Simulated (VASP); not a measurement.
# InO5 (F-43m) in VASP: single point with PBE

Aim: the single point of InO5 with PBE.

All numbers are computed with VASP 6.6.1; they aren't measurements. Logs are shortened: lines on timing, memory, paths and dates and some standing lists are left out, and cuts for length are marked.

### 1 The cell of the first run

The structure is cubic, space group F-43m (No. 216). Conventional cell: a = 6.153 Å, b = 6.153 Å, c = 6.153 Å, α = 90.00°, β = 90.00°, γ = 90.00°. In (site symmetry -43m) has 16 O at 2.55 to 2.66 Å within 3.4 Å. O (site symmetry 3m) has 9 O at 2.17 to 2.55 Å and 3 In at 2.55 Å within 2.9 Å. Within 3.4 Å of O (site symmetry -43m) lie 12 O at 2.55 Å and 4 In at 2.66 Å.

### 2 Single point, PBE, collinear spin, ferromagnetic start

File INCAR:

```
PREC = Accurate
ENCUT = 520
EDIFF = 1E-6
ISMEAR = -5
SIGMA = 0.1
LREAL = False
LASPH = True
NELM = 150
ALGO = Normal
ISIF = 2
LWAVE = False
LCHARG = False
ISPIN = 2
MAGMOM = 0 0.65 0.65 0.65 0.65 0.65
LORBIT = 11
GGA = PE
NBANDS = 34
```

File KPOINTS:

```
regular mesh
0
Gamma
  10 10 10
```

File POSCAR:

```
InO5
1.0
    0.0000000000      3.0765148836      3.0765148836
    3.0765148836      0.0000000000      3.0765148836
    3.0765148836      3.0765148836      0.0000000000
In O
1 5
Direct
    0.0000000000      0.0000000000      0.0000000000
    0.3755872565      0.8732382304      0.3755872565
    0.3755872565      0.3755872565      0.8732382304
    0.3755872565      0.3755872565      0.3755872565
    0.8732382304      0.3755872565      0.3755872565
    0.7500000000      0.7500000000      0.7500000000
```

Potentials or basis: VASP PAW PBE potentials, release 64 (In_d, O).

Launch:

```sh
$ cat potpaw_PBE.64/In_d/POTCAR potpaw_PBE.64/O/POTCAR > POTCAR
$ mpirun -np 1 vasp_std > vasp.out
```

OUTCAR:

```text
PREC = Accurate
   ENCUT = 520
   EDIFF = 1E-6
   ISMEAR = -5
   LREAL = False
   LASPH = True
   NELM = 150
   ISIF = 2
   ISPIN = 2
   LORBIT = 11
   GGA = PE

 ion  position               nearest neighbor table
   1  0.000  0.000  0.000-   2 2.55   3 2.55   5 2.55   4 2.55   4 2.55   4 2.55   3 2.55   2 2.55
                             5 2.55   2 2.55   3 2.55   5 2.55   6 2.66   6 2.66   6 2.66   6 2.66
   2  0.376  0.873  0.376-   1 2.55   1 2.55   1 2.55
   3  0.376  0.376  0.873-   1 2.55   1 2.55   1 2.55
   4  0.376  0.376  0.376-   1 2.55   1 2.55   1 2.55
   5  0.873  0.376  0.376-   1 2.55   1 2.55   1 2.55
   6  0.750  0.750  0.750-   1 2.66   1 2.66   1 2.66   1 2.66

  LATTYP: Found a face centered cubic cell.
 ALAT       =     6.1530297672

  Lattice vectors:

 A1 = (   0.0000000000,   3.0765148836,   3.0765148836)
 A2 = (   3.0765148836,   0.0000000000,   3.0765148836)
 A3 = (   3.0765148836,   3.0765148836,   0.0000000000)

Analysis of symmetry for initial positions (statically):
=====================================================================
 Subroutine PRICEL returns:
 Original cell was already a primitive cell.

 Routine SETGRP: Setting up the symmetry group for a
 face centered cubic supercell.

 Subroutine GETGRP returns: Found 24 space group operations
 (whereof 24 operations were pure point group operations)
 out of a pool of 48 trial point group operations.

The static configuration has the point symmetry T_d .

Analysis of symmetry for dynamics (positions and initial velocities):
=====================================================================
 Subroutine PRICEL returns:
 Original cell was already a primitive cell.

 Routine SETGRP: Setting up the symmetry group for a
 face centered cubic supercell.

 Subroutine GETGRP returns: Found 24 space group operations
 (whereof 24 operations were pure point group operations)
 out of a pool of 48 trial point group operations.

The dynamic configuration has the point symmetry T_d .

Analysis of structural, dynamic, and magnetic symmetry:
=====================================================================
 Subroutine PRICEL returns:
 Original cell was already a primitive cell.

 Routine SETGRP: Setting up the symmetry group for a
 face centered cubic supercell.

 Subroutine GETGRP returns: Found 24 space group operations
 (whereof 24 operations were pure point group operations)
 out of a pool of 48 trial point group operations.

The overall configuration has the point symmetry T_d .

 Subroutine INISYM returns: Found 24 space group operations
 (whereof 24 operations are pure point group operations),
 and found     1 'primitive' translations

----------------------------------------------------------------------------------------

                                     Primitive cell

  volume of cell :      58.2381

  direct lattice vectors                    reciprocal lattice vectors
     0.000000000  3.076514884  3.076514884    -0.162521561  0.162521561  0.162521561
     3.076514884  0.000000000  3.076514884     0.162521561 -0.162521561  0.162521561
     3.076514884  3.076514884  0.000000000     0.162521561  0.162521561 -0.162521561

  length of vectors
     4.350849073  4.350849073  4.350849073     0.281495600  0.281495600  0.281495600

  position of ions in fractional coordinates (direct lattice)
     0.000000000  0.000000000  0.000000000
     0.375587256  0.873238230  0.375587256
     0.375587256  0.375587256  0.873238230
     0.375587256  0.375587256  0.375587256
     0.873238230  0.375587256  0.375587256
     0.750000000  0.750000000  0.750000000

  ion indices of the primitive-cell ions
   primitive index   ion index
                 1           1
                 2           2
                 3           3
                 4           4
                 5           5
                 6           6

----------------------------------------------------------------------------------------

 KPOINTS: regular mesh
[... 31 lines left out ...]
  0.400000  0.000000  0.000000      8.000000
  0.500000  0.000000  0.000000      4.000000
[... 16 lines left out ...]
  0.300000  0.300000  0.000000      6.000000
  0.400000  0.300000  0.000000     24.000000
 [... further k-points ...]
   k-points           NKPTS =     47   k-points in BZ     NKDIM =     47   number of bands    NBANDS=     34
   number of dos      NEDOS =    301   number of ions     NIONS =      6
   total plane-waves  NPLWV =  32768
   dimension x,y,z NGX =    32 NGY =   32 NGZ =   32
   dimension x,y,z NGXF=    64 NGYF=   64 NGZF=   64
   ions per type =               1   5
   NGX,Y,Z   is equivalent  to a cutoff of  12.23, 12.23, 12.23 a.u.
   NGXF,Y,Z  is equivalent  to a cutoff of  24.45, 24.45, 24.45 a.u.
 SYSTEM =  unknown system
   PREC   = accura    normal or accurate (medium, high low for compatibility)
   ISTART =      0    job   : 0-new  1-cont  2-samecut
   ICHARG =      2    charge: 1-file 2-atom 10-const
   ISPIN  =      2    spin polarized calculation?
   LNONCOLLINEAR =      F non collinear calculations
   LSORBIT =      F    spin-orbit coupling
   LASPH  =      T    aspherical Exc in radial PAW
   ENCUT  =  520.0 eV  38.22 Ry    6.18 a.u.   8.09  8.09  8.09*2*pi/ulx,y,z
   NELM   =    150;   NELMIN=  2; NELMDL= -5     # of ELM steps
   EDIFF  = 0.1E-05   stopping-criterion for ELM
   LREAL  =      F    real-space projection
   EDIFFG = 0.1E-04   stopping-criterion for IOM
   NSW    =      0    number of steps for IOM
   IBRION =     -1    ionic relax: 0-MD 1-quasi-New 2-CG
   NFREE  =      0    steps in history (QN), initial steepest desc. (CG)
   ISIF   =      2    stress and relaxation
   ISYM   =      2    0-nonsym 1-usesym 2-fastsym
   POTIM  = 0.5000    time-step for ionic-motion
   TEBEG  =    0.0;   TEEND  =   0.0 temperature during run
   PSTRESS=    0.0 pullay stress
   NELECT =      43.0000    total number of electrons
   NUPDOWN=      -1.0000    fix difference up-down
   EMIN   =  10.00;   EMAX   =-10.00  energy-range for DOS
   EFERMI =   0.00;   METHOD = LEGACY
   ISMEAR =    -5;   SIGMA  =   0.10  broadening in eV -4-tet -1-fermi 0-gaus
   EFERMI_NEDOS =   21; number of points for ismear=-14 and -15
   IALGO  =     38    algorithm
   IMIX   =      4    mixing-type and parameters
     AMIX     =   0.40;   BMIX     =  1.00
     AMIX_MAG =   1.60;   BMIX_MAG =  1.00
  volume/ion in A,a.u.               =       9.71        65.50
  Fermi-wavevector in a.u.,A,eV,Ry     =   1.479660  2.796152 29.788514  2.189394
  Thomas-Fermi vector in A             =   2.593790
   LORBIT       =     11    0 simple, 1 ext, 2 COOP (PROOUT), +10 PAW based schemes
   GGA     = PE    functional components
   LHFCALC =     F    Hartree Fock is set to
   AEXX    =    0.0000 exact exchange contribution
   IVDW    =     0    specifies the selected vdW correction
   LEPSILON=     F    determine dielectric tensor
   LRPA    =     F    only Hartree local field effects (RPA)
 spin polarized calculation
 Fermi weights with tetrahedron method with Bloechl corrections
  energy-cutoff  :      520.00
  volume of cell :       58.24
 maximum number of plane-waves:      1596
   NGX = 17   NGY = 17   NGZ = 17

 number of electron      43.0000007 magnetization       2.9673799

 Free energy of the ion-electron system (eV)
  ---------------------------------------------------
  ext. energy  EPLUGINS =         0.00000000
  ---------------------------------------------------
  free energy    TOTEN  =       -20.83496377 eV

  energy without entropy =      -20.83496377  energy(sigma->0) =      -20.83496377

 E-fermi :   5.0353     XC(G=0): -11.9061

 val. band max:        5.0436070787   @ k =   0.4000   0.2000   0.0000
 cond. band min:       4.8677949752   @ k =   0.0000   0.0000   0.0000
 fundamental gap:     -0.1758121035
 Fermi energy:         5.0352574744

 spin component 1

 k-point     1 :       0.0000    0.0000    0.0000
  band No.  band energies     occupation
      1     -15.8510      1.00000
      2     -12.1966      1.00000
      3     -11.7432      1.00000
      4     -11.7432      1.00000
      5     -11.7432      1.00000
      6      -8.8938      1.00000
[... 853 lines left out ...]
     32      23.2674      0.00000
     33      23.3765      0.00000

 [... further k-points ...]

 spin component 2

 k-point     1 :       0.0000    0.0000    0.0000
  band No.  band energies     occupation
      1     -15.1518      1.00000
      2     -10.9738      1.00000
      3     -10.9738      1.00000
      4     -10.9738      1.00000
      5     -10.2532      1.00000
      6      -8.9169      1.00000
[... 853 lines left out ...]
     32      23.6720      0.00000
     33      23.8062      0.00000

 [... further k-points ...]

 [bands above 33 left out]

------------------------ aborting loop because EDIFF is reached ----------------------------------------

  FORCE on cell =-STRESS in cart. coord.  units (eV):
  Direction    XX          YY          ZZ          XY          YZ          ZX
  --------------------------------------------------------------------------------------
  -------------------------------------------------------------------------------------
  Total       -0.0238575     -0.0238575     -0.0238575      0.0000000      0.0000000      0.0000000
  in kB       -0.6563384     -0.6563384     -0.6563384      0.0000000      0.0000000      0.0000000
  external PRESSURE =      -0.6563384 kB  Pullay stress =       0.0000000 kB

 VOLUME and BASIS-vectors are now :
 -----------------------------------------------------------------------------
  energy-cutoff  :      520.00
  volume of cell :       58.24
      direct lattice vectors                 reciprocal lattice vectors
     0.000000000  3.076514884  3.076514884    -0.162521561  0.162521561  0.162521561
     3.076514884  0.000000000  3.076514884     0.162521561 -0.162521561  0.162521561
     3.076514884  3.076514884  0.000000000     0.162521561  0.162521561 -0.162521561

 POSITION                                       TOTAL-FORCE (eV/Angst)
 -----------------------------------------------------------------------------------
      0.00000      0.00000      0.00000         0.000000      0.000000      0.000000
      3.84203      2.31100      3.84203        -0.012339      0.012339     -0.012339
      3.84203      3.84203      2.31100        -0.012339     -0.012339      0.012339
      2.31100      2.31100      2.31100         0.012339      0.012339      0.012339
      2.31100      3.84203      3.84203         0.012339     -0.012339     -0.012339
      4.61477      4.61477      4.61477         0.000000      0.000000      0.000000
 -----------------------------------------------------------------------------------
    total drift:                                0.000002      0.000002      0.000001

  FREE ENERGIE OF THE ION-ELECTRON SYSTEM (eV)
  ---------------------------------------------------
  free  energy   TOTEN  =       -20.8349637732 eV

  energy  without entropy=      -20.8349637732  energy(sigma->0) =      -20.83496377

 total charge

# of ion       s       p       d       tot
------------------------------------------
    1        0.570   0.358   9.962  10.890
    2        1.649   3.046   0.000   4.695
    3        1.649   3.046   0.000   4.695
    4        1.649   3.046   0.000   4.695
    5        1.649   3.046   0.000   4.695
    6        1.621   3.097   0.000   4.718
--------------------------------------------------
tot          8.786  15.638   9.962  34.386

 magnetization (x)

# of ion       s       p       d       tot
------------------------------------------
    1       -0.059  -0.029   0.002  -0.085
    2        0.004   0.403   0.000   0.407
    3        0.004   0.403   0.000   0.407
    4        0.004   0.403   0.000   0.407
    5        0.004   0.403   0.000   0.407
    6        0.010   1.030   0.000   1.040
--------------------------------------------------
tot         -0.035   2.614   0.002   2.582
```

It took 6.8 min on 1 thread of AMD EPYC 7R13, shared host; peak memory 0.26 GiB.

What came out:

| Property | Result |
| --- | --- |
| Free energy | -20.8350 eV |
| Pressure | -0.1 GPa |
| Largest force | 0.021 eV/Å |
| Band gap on the k mesh | zero (filled and empty bands overlap) |
| Net moment | 2.97 μB per cell |
| Site moments | In -0.09; O +0.41, +1.04 (each value once) μB |
| Valence electrons inside the program's atomic spheres | In 10.89; O 4.70, 4.72 (each value once) |

Forces in eV/Å, atoms in the order of the input:
```
In   0.000  0.000  0.000
O   -0.012  0.012 -0.012
O   -0.012 -0.012  0.012
O    0.012  0.012  0.012
O    0.012 -0.012 -0.012
O    0.000  0.000  0.000
```

Caveat: spin-orbit coupling is left out, which moves the levels of the heavy elements; tetrahedron occupations give inexact forces and stress in metals.
